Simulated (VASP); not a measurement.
Set up this calculation in VASP 6.6.1, as the native input.

```yaml
Task: single point
Functional: LDA
Potentials_or_basis: VASP PAW LDA potentials, release 64 (Al, Cu)
Cutoff: 520 eV
k_mesh: 14 × 14 × 14
Occupations: gaussian, width 0.15 eV
Spin: no spin polarisation
Dipole_correction: no
Further_INCAR_settings: ALGO = Fast; EDIFF = 1e-06; NBANDS = 26
```

The structure of AlCu3 lies in POSCAR:

```
AlCu3
1.0
   -0.1126285762      2.7556713282      2.7556713282
    2.7556713282     -0.1126285762      2.7556713282
    2.7556713282      2.7556713282     -0.1126285762
Al Cu
1 3
Direct
    0.0000000000      0.0000000000      0.0000000000
    0.5000000000      0.5000000000      0.5000000000
    0.2500000000      0.2500000000      0.2500000000
    0.7500000000      0.7500000000      0.7500000000
```

These files were run (other wordings do the same):

INCAR

```
PREC = Accurate
ENCUT = 520
EDIFF = 1E-6
ISMEAR = 0
SIGMA = 0.15
LREAL = F
LASPH = T
NELM = 60
ALGO = Fast
ISIF = 2
LWAVE = F
LCHARG = F
GGA = CA
NBANDS = 26
```

KPOINTS

```
regular mesh
0
Gamma
  14 14 14
```

Potentials or basis: VASP PAW LDA potentials, release 64 (Al, Cu).

The run is started by

```bash
$ cat potpaw_LDA.64/Al/POTCAR potpaw_LDA.64/Cu/POTCAR > POTCAR
$ mpirun -np 1 vasp_std > vasp.out
```

Results of the run:

```json
{"Pressure": "9.2 GPa", "Largest force": "0.019 eV/Å", "Band gap on the k mesh": "zero (bands 18 and 19 overlap by 5.74 eV)"}
```

Caveat: the cell stands under pressure.

Wall time 7.2 min on 1 thread of Intel(R) Xeon(R) 6975P-C (Granite Rapids) (shared host), peak memory 0.36 GiB.
